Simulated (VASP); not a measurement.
# ScAl3 (Pm-3m) in VASP: further runs

ScAl3 is run at these levels: LDA; tasks: single point.

Program: VASP 6.6.1. These are calculated values, not measurements. Logs are shortened: lines on timing, memory, paths and dates and some standing lists are left out, and cuts for length are marked.

## Step 1: The cell of the first run

Symmetry: Pm-3m, No. 221, cubic system. The conventional cell has a = 3.948 Å, b = 3.948 Å, c = 3.948 Å, α = 90.00°, β = 90.00°, γ = 90.00°. Within 3.7 Å of Sc (site symmetry m-3m) lie 12 Al at 2.79 Å. Al (site symmetry 4/mmm) has 4 Sc at 2.79 Å and 8 Al at 2.79 Å within 3.7 Å.

## Step 2: Single point, LDA

INCAR reads:

```
SYSTEM = ScAl3
  ALGO = Normal
  EDIFF = 1E-7
  ENCUT = 520
  GGA = CA
  ISIF = 2
  ISMEAR = -1
  LASPH = .True.
  LCHARG = .False.
  LREAL = .False.
  LWAVE = .False.
  NBANDS = 18
  NELM = 60
  PREC = Accurate
  SIGMA = 0.15
```

KPOINTS reads:

```
k-points
0
Gamma
  10 10 10
  0 0 0
```

POSCAR reads:

```
ScAl3
1.0
    3.9484010523      0.0000000000      0.0000000000
    0.0000000000      3.9484010523      0.0000000000
    0.0000000000      0.0000000000      3.9484010523
Sc Al
1 3
Direct
    0.0000000000      0.0000000000      0.0000000000
    0.5000000000      0.0000000000      0.5000000000
    0.0000000000      0.5000000000      0.5000000000
    0.5000000000      0.5000000000      0.0000000000
```

Potentials or basis: VASP PAW LDA potentials, release 64 (Sc_sv, Al).

The run is started by

```bash
> cat potpaw_LDA.64/Sc_sv/POTCAR potpaw_LDA.64/Al/POTCAR > POTCAR
> mpirun -np 1 vasp_std > vasp.out
```

OUTCAR:

```text
SYSTEM = ScAl3
   EDIFF = 1E-7
   ENCUT = 520
   GGA = CA
   ISIF = 2
   ISMEAR = -1
   LASPH = .True.
   LREAL = .False.
   NELM = 60
   PREC = Accurate

 ion  position               nearest neighbor table
   1  0.000  0.000  0.000-   2 2.79   3 2.79   4 2.79   2 2.79   3 2.79   3 2.79   4 2.79   3 2.79
                             2 2.79   4 2.79   2 2.79   4 2.79
   2  0.500  0.000  0.500-   1 2.79   3 2.79   4 2.79   1 2.79   4 2.79   3 2.79   4 2.79   4 2.79
                             1 2.79   3 2.79   1 2.79   3 2.79
   3  0.000  0.500  0.500-   1 2.79   2 2.79   4 2.79   1 2.79   4 2.79   1 2.79   2 2.79   1 2.79
                             2 2.79   4 2.79   4 2.79   2 2.79
   4  0.500  0.500  0.000-   1 2.79   2 2.79   3 2.79   2 2.79   3 2.79   1 2.79   2 2.79   2 2.79
                             1 2.79   3 2.79   3 2.79   1 2.79

  LATTYP: Found a simple cubic cell.
 ALAT       =     3.9484010523

  Lattice vectors:

 A1 = (   3.9484010523,   0.0000000000,   0.0000000000)
 A2 = (   0.0000000000,   3.9484010523,   0.0000000000)
 A3 = (   0.0000000000,   0.0000000000,   3.9484010523)

Analysis of symmetry for initial positions (statically):
=====================================================================
 Subroutine PRICEL returns:
 Original cell was already a primitive cell.

 Routine SETGRP: Setting up the symmetry group for a
 simple cubic supercell.

 Subroutine GETGRP returns: Found 48 space group operations
 (whereof 48 operations were pure point group operations)
 out of a pool of 48 trial point group operations.

The static configuration has the point symmetry O_h .

Analysis of symmetry for dynamics (positions and initial velocities):
=====================================================================
 Subroutine PRICEL returns:
 Original cell was already a primitive cell.

 Routine SETGRP: Setting up the symmetry group for a
 simple cubic supercell.

 Subroutine GETGRP returns: Found 48 space group operations
 (whereof 48 operations were pure point group operations)
 out of a pool of 48 trial point group operations.

The dynamic configuration has the point symmetry O_h .

 Subroutine INISYM returns: Found 48 space group operations
 (whereof 48 operations are pure point group operations),
 and found     1 'primitive' translations

----------------------------------------------------------------------------------------

                                     Primitive cell

  volume of cell :      61.5551

  direct lattice vectors                    reciprocal lattice vectors
     3.948401052  0.000000000  0.000000000     0.253267079  0.000000000  0.000000000
     0.000000000  3.948401052  0.000000000     0.000000000  0.253267079  0.000000000
     0.000000000  0.000000000  3.948401052     0.000000000  0.000000000  0.253267079

  length of vectors
     3.948401052  3.948401052  3.948401052     0.253267079  0.253267079  0.253267079

  position of ions in fractional coordinates (direct lattice)
     0.000000000  0.000000000  0.000000000
     0.500000000  0.000000000  0.500000000
     0.000000000  0.500000000  0.500000000
     0.500000000  0.500000000  0.000000000

  ion indices of the primitive-cell ions
   primitive index   ion index
                 1           1
                 2           2
                 3           3
                 4           4

----------------------------------------------------------------------------------------

 KPOINTS: k-points

Automatic generation of k-mesh.
 Grid dimensions read from file:
 generate k-points for:   10   10   10

 Generating k-lattice:

  Cartesian coordinates                     Fractional coordinates (reciprocal lattice)
     0.025326708  0.000000000  0.000000000     0.100000000  0.000000000  0.000000000
     0.000000000  0.025326708  0.000000000     0.000000000  0.100000000  0.000000000
     0.000000000  0.000000000  0.025326708     0.000000000  0.000000000  0.100000000

  Length of vectors
     0.025326708  0.025326708  0.025326708

  Shift w.r.t. Gamma in fractional coordinates (k-lattice)
     0.000000000  0.000000000  0.000000000

 Subroutine IBZKPT returns following result:
 ===========================================

 Found     56 irreducible k-points:

 Following reciprocal coordinates:
            Coordinates               Weight
  0.000000  0.000000  0.000000      1.000000
  0.100000  0.000000  0.000000      6.000000
  0.200000  0.000000  0.000000      6.000000
  0.300000  0.000000  0.000000      6.000000
  0.400000  0.000000  0.000000      6.000000
  0.500000  0.000000  0.000000      3.000000
[... 16 lines left out ...]
  0.200000  0.100000  0.100000     24.000000
  0.300000  0.100000  0.100000     24.000000
 [... further k-points ...]
   k-points           NKPTS =     56   k-points in BZ     NKDIM =     56   number of bands    NBANDS=     18
   number of dos      NEDOS =    301   number of ions     NIONS =      4
   total plane-waves  NPLWV =  27000
   dimension x,y,z NGX =    30 NGY =   30 NGZ =   30
   dimension x,y,z NGXF=    60 NGYF=   60 NGZF=   60
   ions per type =               1   3
   NGX,Y,Z   is equivalent  to a cutoff of  12.63, 12.63, 12.63 a.u.
   NGXF,Y,Z  is equivalent  to a cutoff of  25.26, 25.26, 25.26 a.u.
 SYSTEM =  ScAl3
   PREC   = accura    normal or accurate (medium, high low for compatibility)
   ISTART =      0    job   : 0-new  1-cont  2-samecut
   ICHARG =      2    charge: 1-file 2-atom 10-const
   ISPIN  =      1    spin polarized calculation?
   LNONCOLLINEAR =      F non collinear calculations
   LSORBIT =      F    spin-orbit coupling
   LASPH  =      T    aspherical Exc in radial PAW
   ENCUT  =  520.0 eV  38.22 Ry    6.18 a.u.   7.34  7.34  7.34*2*pi/ulx,y,z
   NELM   =     60;   NELMIN=  2; NELMDL= -5     # of ELM steps
   EDIFF  = 0.1E-06   stopping-criterion for ELM
   LREAL  =      F    real-space projection
   EDIFFG = 0.1E-05   stopping-criterion for IOM
   NSW    =      0    number of steps for IOM
   IBRION =     -1    ionic relax: 0-MD 1-quasi-New 2-CG
   NFREE  =      0    steps in history (QN), initial steepest desc. (CG)
   ISIF   =      2    stress and relaxation
   ISYM   =      2    0-nonsym 1-usesym 2-fastsym
   POTIM  = 0.5000    time-step for ionic-motion
   TEBEG  =    0.0;   TEEND  =   0.0 temperature during run
   PSTRESS=    0.0 pullay stress
   NELECT =      20.0000    total number of electrons
   NUPDOWN=      -1.0000    fix difference up-down
   EMIN   =  10.00;   EMAX   =-10.00  energy-range for DOS
   EFERMI =   0.00;   METHOD = LEGACY
   ISMEAR =    -1;   SIGMA  =   0.15  broadening in eV -4-tet -1-fermi 0-gaus
   EFERMI_NEDOS =   21; number of points for ismear=-14 and -15
   IALGO  =     38    algorithm
   IMIX   =      4    mixing-type and parameters
     AMIX     =   0.40;   BMIX     =  1.00
     AMIX_MAG =   1.60;   BMIX_MAG =  1.00
  volume/ion in A,a.u.               =      15.39       103.85
  Fermi-wavevector in a.u.,A,eV,Ry     =   1.125460  2.126812 17.233972  1.266661
  Thomas-Fermi vector in A             =   2.262138
   LORBIT       =      0    0 simple, 1 ext, 2 COOP (PROOUT), +10 PAW based schemes
   GGA     = CA    functional components
   LHFCALC =     F    Hartree Fock is set to
   AEXX    =    0.0000 exact exchange contribution
   IVDW    =     0    specifies the selected vdW correction
   LEPSILON=     F    determine dielectric tensor
   LRPA    =     F    only Hartree local field effects (RPA)
 non-spin polarized calculation
  energy-cutoff  :      520.00
  volume of cell :       61.56
 maximum number of plane-waves:      1683
 NGX is ok and might be reduce to    30
   NGX = 15   NGY = 15   NGZ = 15

 number of electron      20.0000002 magnetization

 Free energy of the ion-electron system (eV)
  ---------------------------------------------------
  ext. energy  EPLUGINS =         0.00000000
  ---------------------------------------------------
  free energy    TOTEN  =       -21.24629550 eV

  energy without entropy =      -21.15686911  energy(sigma->0) =      -21.20158231

 E-fermi :   8.0224     XC(G=0): -11.0240

 val. band max:        8.0205210900   @ k =   0.3000   0.0000   0.0000
 cond. band min:       8.0612438841   @ k =   0.5000   0.1000   0.1000
 fundamental gap:      0.0407227941
 Fermi energy:         8.0224274061

 k-point     1 :       0.0000    0.0000    0.0000
  band No.  band energies     occupation
      1     -40.0090      2.00000
      2     -19.1005      2.00000
      3     -19.1005      2.00000
      4     -19.1005      2.00000
      5      -2.5065      2.00000
      6       5.2513      2.00000
[... 10 lines left out ...]
     17      13.8117      0.00000
     18      13.8117      0.00000

 k-point     2 :       0.1000    0.0000    0.0000
  band No.  band energies     occupation
      1     -40.0088      2.00000
      2     -19.1058      2.00000
      3     -19.1001      2.00000
      4     -19.1001      2.00000
      5      -2.4061      2.00000
      6       4.5057      2.00000
[... 10 lines left out ...]
     17      13.8995      0.00000
     18      13.8996      0.00000

 k-point     3 :       0.2000    0.0000    0.0000
  band No.  band energies     occupation
      1     -40.0081      2.00000
      2     -19.1197      2.00000
      3     -19.0991      2.00000
      4     -19.0991      2.00000
      5      -2.1085      2.00000
      6       3.3188      2.00000
[... 10 lines left out ...]
     17      13.7656      0.00000
     18      14.0897      0.00000

 k-point     4 :       0.3000    0.0000    0.0000
  band No.  band energies     occupation
      1     -40.0074      2.00000
      2     -19.1367      2.00000
      3     -19.0977      2.00000
      4     -19.0977      2.00000
      5      -1.6258      2.00000
      6       2.1262      2.00000
[... 10 lines left out ...]
     17      13.1698      0.00000
     18      14.5327      0.00000

 k-point     5 :       0.4000    0.0000    0.0000
  band No.  band energies     occupation
      1     -40.0067      2.00000
      2     -19.1505      2.00000
      3     -19.0967      2.00000
      4     -19.0967      2.00000
      5      -0.9909      2.00000
      6       1.0473      2.00000
[... 10 lines left out ...]
     17      12.6512      0.00000
     18      14.1083      0.00000

 k-point     6 :       0.5000    0.0000    0.0000
  band No.  band energies     occupation
      1     -40.0065      2.00000
      2     -19.1557      2.00000
      3     -19.0963      2.00000
      4     -19.0963      2.00000
      5      -0.4783      2.00000
      6       0.3843      2.00000
[... 10 lines left out ...]
     17      12.4547      0.00000
     18      14.0085      0.00000

 k-point     7 :       0.1000    0.1000    0.0000
  band No.  band energies     occupation
      1     -40.0085      2.00000
      2     -19.1057      2.00000
      3     -19.1050      2.00000
      4     -19.0997      2.00000
      5      -2.3064      2.00000
      6       4.4363      2.00000
[... 10 lines left out ...]
     17      14.0163      0.00000
     18      14.4189      0.00000

 k-point     8 :       0.2000    0.1000    0.0000
  band No.  band energies     occupation
      1     -40.0079      2.00000
      2     -19.1192      2.00000
      3     -19.1042      2.00000
      4     -19.0986      2.00000
      5      -2.0111      2.00000
      6       3.3901      2.00000
[... 10 lines left out ...]
     17      13.7631      0.00000
     18      14.1128      0.00000
[... 229 lines left out ...]
     17      12.8617      0.00000
     18      14.5673      0.00000

 k-point    20 :       0.5000    0.4000    0.0000
  band No.  band energies     occupation
      1     -40.0043      2.00000
      2     -19.1483      2.00000
      3     -19.1426      2.00000
      4     -19.0925      2.00000
      5       0.6117      2.00000
      6       1.8648      2.00000
[... 10 lines left out ...]
     17      13.2366      0.00000
     18      14.3163      0.00000

 k-point    21 :       0.5000    0.5000    0.0000
  band No.  band energies     occupation
      1     -40.0041      2.00000
      2     -19.1474      2.00000
      3     -19.1474      2.00000
      4     -19.0921      2.00000
      5       0.8894      2.00000
      6       2.2786      2.00000
[... 10 lines left out ...]
     17      13.9084      0.00000
     18      14.1456      0.00000

 k-point    22 :       0.1000    0.1000    0.1000
  band No.  band energies     occupation
      1     -40.0083      2.00000
      2     -19.1057      2.00000
      3     -19.1046      2.00000
      4     -19.1046      2.00000
      5      -2.2075      2.00000
      6       4.4989      2.00000
[... 10 lines left out ...]
     17      14.0505      0.00000
     18      14.0990      0.00000

 k-point    23 :       0.2000    0.1000    0.1000
  band No.  band energies     occupation
      1     -40.0077      2.00000
      2     -19.1187      2.00000
      3     -19.1041      2.00000
      4     -19.1034      2.00000
      5      -1.9144      2.00000
      6       3.4597      2.00000
[... 10 lines left out ...]
     17      13.5510      0.00000
     18      13.9441      0.00000

 k-point    24 :       0.3000    0.1000    0.1000
  band No.  band energies     occupation
      1     -40.0069      2.00000
      2     -19.1354      2.00000
      3     -19.1027      2.00000
      4     -19.1020      2.00000
      5      -1.4396      2.00000
      6       2.2889      2.00000
[... 10 lines left out ...]
     17      13.3195      0.00000
     18      14.2118      0.00000

 [... further k-points ...]

------------------------ aborting loop because EDIFF is reached ----------------------------------------

  FORCE on cell =-STRESS in cart. coord.  units (eV):
  Direction    XX          YY          ZZ          XY          YZ          ZX
  --------------------------------------------------------------------------------------
  -------------------------------------------------------------------------------------
  Total        2.7785353      2.7785353      2.7785353      0.0000000      0.0000000      0.0000000
  in kB       72.3207176     72.3207176     72.3207176      0.0000000      0.0000000      0.0000000
  external PRESSURE =      72.3207176 kB  Pullay stress =       0.0000000 kB

 VOLUME and BASIS-vectors are now :
 -----------------------------------------------------------------------------
  energy-cutoff  :      520.00
  volume of cell :       61.56
      direct lattice vectors                 reciprocal lattice vectors
     3.948401052  0.000000000  0.000000000     0.253267079  0.000000000  0.000000000
     0.000000000  3.948401052  0.000000000     0.000000000  0.253267079  0.000000000
     0.000000000  0.000000000  3.948401052     0.000000000  0.000000000  0.253267079

 POSITION                                       TOTAL-FORCE (eV/Angst)
 -----------------------------------------------------------------------------------
      0.00000      0.00000      0.00000         0.000000      0.000000      0.000000
      1.97420      0.00000      1.97420         0.000000      0.000000      0.000000
      0.00000      1.97420      1.97420         0.000000      0.000000      0.000000
      1.97420      1.97420      0.00000         0.000000      0.000000      0.000000
 -----------------------------------------------------------------------------------
    total drift:                               -0.000000     -0.000000      0.000000

  FREE ENERGIE OF THE ION-ELECTRON SYSTEM (eV)
  ---------------------------------------------------
  free  energy   TOTEN  =       -21.2462955038 eV

  energy  without entropy=      -21.1568691108  energy(sigma->0) =      -21.20158231
```

Run time: 55 s. Hardware: 1 thread of Oxide Virtual Turin-like, shared host; peak memory 0.15 GiB.

Results:

```
Free energy            : -21.2463 eV
Pressure               : 7.2 GPa
Band gap on the k mesh : zero (band 10 reaches 9.22 eV, above the bottom of band 11 at 5.05 eV)
```

Levels at points of the mesh, in eV from the Fermi level:
```tsv
k point	band 7	band 8	band 9	band 10	band 11	band 12	band 13	band 14
(0.00, 0.00, 0.00)	-2.77	-1.81	-1.81	-1.81	1.29	1.32	1.32	1.32
(0.50, 0.00, 0.00)	-1.87	-1.87	-1.70	1.20	1.20	1.40	1.42	1.71
(0.50, 0.50, 0.00)	-5.74	-4.57	-0.62	-0.62	1.25	1.47	2.26	2.71
(0.50, 0.50, 0.50)	-4.98	-4.81	-2.97	-2.97	-2.97	1.24	2.82	2.82
```

## Step 3: Single point, LDA

This run uses another cell than the first one, of 16.38 Å³/atom, 1.065 times its volume.

INCAR reads:

```
SYSTEM = ScAl3
PREC = Accurate ; ENCUT = 520
EDIFF = 1E-7 ; ISMEAR = 0
SIGMA = 0.1 ; LREAL = .False.
LASPH = .True. ; NELM = 100
ALGO = Fast ; ISIF = 2
LWAVE = .False. ; LCHARG = .False.
NBANDS = 18
```

KPOINTS reads:

```
Automatic mesh
0
Gamma
  10 10 10
  0 0 0
```

POSCAR reads:

```
ScAl3
1.0
    4.0316373296      0.0000000000      0.0000000000
    0.0000000000      4.0316373296      0.0000000000
    0.0000000000      0.0000000000      4.0316373296
Sc Al
1 3
Direct
    0.0000000000      0.0000000000      0.0000000000
    0.5000000000      0.0000000000      0.5000000000
    0.0000000000      0.5000000000      0.5000000000
    0.5000000000      0.5000000000      0.0000000000
```

Potentials or basis: VASP PAW LDA potentials, release 64 (Sc_sv, Al).

The run is started by

```bash
> cat potpaw_LDA.64/Sc_sv/POTCAR potpaw_LDA.64/Al/POTCAR > POTCAR
> mpirun -np 1 vasp_std > vasp.out
```

It took 2 min on 1 thread of Oxide Virtual Turin-like, shared host; peak memory 0.15 GiB.

Results (log left out):

```
Free energy            : -21.2925 eV
Pressure               : 0.1 GPa
Band gap on the k mesh : zero (band 10 reaches 8.45 eV, above the bottom of band 11 at 4.50 eV)
```

Levels at points of the mesh, in eV from the Fermi level:
```
           k point  band 8  band 9  band 10  band 11  band 12  band 13
(0.00, 0.00, 0.00)   -1.81   -1.81    -1.81     1.28     1.28     1.28
(0.50, 0.00, 0.00)   -1.79   -1.57     1.01     1.08     1.08     1.40
(0.50, 0.50, 0.00)   -4.43   -0.59    -0.59     1.22     1.39     2.10
(0.50, 0.50, 0.50)   -4.59   -2.94    -2.94    -2.94     1.05     2.64
```
